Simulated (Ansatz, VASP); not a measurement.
Al3Ge2Ru in VASP and in Ansatz

The input INCAR:

```
ALGO = Normal
EDIFF = 1E-6
EDIFFG = -0.04
ENCUT = 600
GGA = PE
IBRION = 2
ISIF = 3
ISMEAR = 0
LASPH = T
LCHARG = F
LREAL = F
LWAVE = F
NELM = 60
NSW = 90
PREC = Accurate
SIGMA = 0.1
```

KPOINTS

```
k-points
0
Gamma
  6 6 2
```

File POSCAR:

```
Al3Ge2Ru
1.0
    3.2378164000      0.0000000000      0.0000000000
    0.0000000000      3.2378164000      0.0000000000
    0.0000000000      0.0000000000     10.8233970100
Al Ge Ru
3 2 1
Direct
    0.0000000000      0.0000000000      0.0000000000
    0.0000000000      0.0000000000      0.7145522800
    0.0000000000      0.0000000000      0.2854477200
    0.5000000000      0.5000000000      0.8473602500
    0.5000000000      0.5000000000      0.1526397500
    0.5000000000      0.5000000000      0.5000000000
```

Input for Ansatz:

```yaml
crystal:
  lattice:
    - [3.2378164, 0.0, 0.0]
    - [0.0, 3.2378164, 0.0]
    - [0.0, 0.0, 10.82339701]
  atoms:
    - { symbol: Al, position: [0.0, 0.0, 0.0] }
    - { symbol: Al, position: [0.0, 0.0, 0.71455228] }
    - { symbol: Al, position: [0.0, 0.0, 0.28544772] }
    - { symbol: Ge, position: [0.5, 0.5, 0.84736025] }
    - { symbol: Ge, position: [0.5, 0.5, 0.15263975] }
    - { symbol: Ru, position: [0.5, 0.5, 0.5] }
basis:
  ecutwfc: 420
kpoints:
  mp_grid: { grid: [6, 6, 2] }
hamiltonian:
  xc: pbe
scf:
  occupations: { method: gaussian, width: 0.1 }
  lower_state_search: "off"
output:
  forces: true
  stress: true
  eigenvalues: true
relax:
  adjacent_minimum: "off"
  f_tol: 0.04
  max_steps: 70
  cell: { stress_tol: 0.4 }
```

Change from the starting cell: species swapped into the MgSc3Ru2 type (P4/mmm, No. 123).

Alike in both runs: task relaxation of cell and atoms; functional PBE; k mesh 6 × 6 × 2; occupations gaussian, width 0.1 eV; no spin polarisation.

|  | VASP | Ansatz |
| --- | --- | --- |
| version | VASP 6.6.1 | Ansatz 0.2.0 |
| potentials or method | VASP PAW PBE potentials, release 64 (Al, Ge_d, Ru_pv), cutoff 600 eV | scalar-relativistic, plane waves, PAW |
| valence electrons in the cell | 51 | 53 |

|  | VASP | Ansatz | Ansatz less VASP |
| --- | --- | --- | --- |
| gap on the k mesh at the Fermi level, each at its own relaxed structure (eV) | none | none | - |
| relaxed volume (Å³/atom) | 15.82 | 15.87 | +0.044 |
| relaxed length of the cell vector where the two differ most in proportion (Å) | 3.228 | 3.234 | +0.0053 |

A gap of «none» marks a metal or a gap that the smearing closes. VASP's potentials hold 51 valence electrons a cell and Ansatz's 53, so a difference there can come from the potentials and not from the codes.

Noted on VASP's run: the volume moved by over 15 % at a fixed basis, so the end points are rough.
